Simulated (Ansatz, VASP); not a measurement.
# Two plane-wave programs on ZrB

File POSCAR:

```
ZrB
1.0
    0.0000000000      2.2280102335      2.2280102335
    2.2280102335      0.0000000000      2.2280102335
    2.2280102335      2.2280102335      0.0000000000
Zr B
1 1
Direct
    0.0000000000      0.0000000000      0.0000000000
    0.5000000000      0.5000000000      0.5000000000
```

INCAR.step1

```
ALGO = Normal
EDIFF = 1E-5
ENCUT = 520
GGA = PE
ISIF = 2
ISMEAR = 1
LASPH = T
LREAL = F
LWAVE = T
NBANDS = 14
NELM = 60
PREC = Accurate
SIGMA = 0.1
```

The input INCAR.step2:

```
ALGO = Normal
EDIFF = 1E-6
ENCUT = 520
GGA = PE
HFSCREEN = 0.2079
ISIF = 2
ISMEAR = 1
ISTART = 1
LASPH = T
LCHARG = T
LELF = T
LHFCALC = T
LREAL = F
LVHAR = T
LWAVE = F
NBANDS = 14
NELM = 60
PREC = Accurate
PRECFOCK = Normal
SIGMA = 0.1
```

Contents of KPOINTS:

```
k-points
0
Gamma
  7 7 7
```

input.yaml

```yaml
crystal:
  lattice:
    - [0.0, 2.2280102335, 2.2280102335]
    - [2.2280102335, 0.0, 2.2280102335]
    - [2.2280102335, 2.2280102335, 0.0]
  atoms:
    - { symbol: Zr, position: [0.0, 0.0, 0.0] }
    - { symbol: B, position: [0.5, 0.5, 0.5] }
hamiltonian:
  xc: hse06
  pseudopotentials: { kind: paw }
kpoints:
  mp_grid: { grid: [7, 7, 7] }
scf:
  occupations: { method: methfessel_paxton, width: 0.1 }
  n_extra_bands: 6
output:
  forces: true
  stress: true
  eigenvalues: true
  dos: { projected: false, de: 0.05 }
  write_density: true
  write_potential: true
  elf: true
  volumetric_format: npy
```

Change from the starting cell: volume scaled by 0.88.

Alike in both runs: functional HSE06; k mesh 7 × 7 × 7; occupations methfessel-paxton of order 1, width 0.1 eV; no spin polarisation.

|  | VASP | Ansatz |
| --- | --- | --- |
| version | VASP 6.6.1 | Ansatz 0.2.0 |
| potentials or method | VASP PAW PBE potentials, release 64 (Zr_sv, B) | Ansatz PAW |
| plane-wave cutoff (eV) | 520 | 420 |
| valence electrons in the cell | 15 | 15 |
| task | single point | density of states |

Ansatz gave:

| Item | Value |
| --- | --- |
| gap on the k mesh at the Fermi level (eV) | none |
| pressure (GPa) | 78.9 |

Question: Estimate VASP's values.

Answer: gap on the k mesh at the Fermi level (eV): none; pressure (GPa): 79.0.

A gap of «none» marks a metal or a gap that the smearing closes. Both programs put the cell under a high pressure, so it lies far from rest at this level.

Noted on VASP's run: the cell as given lies far from equilibrium.
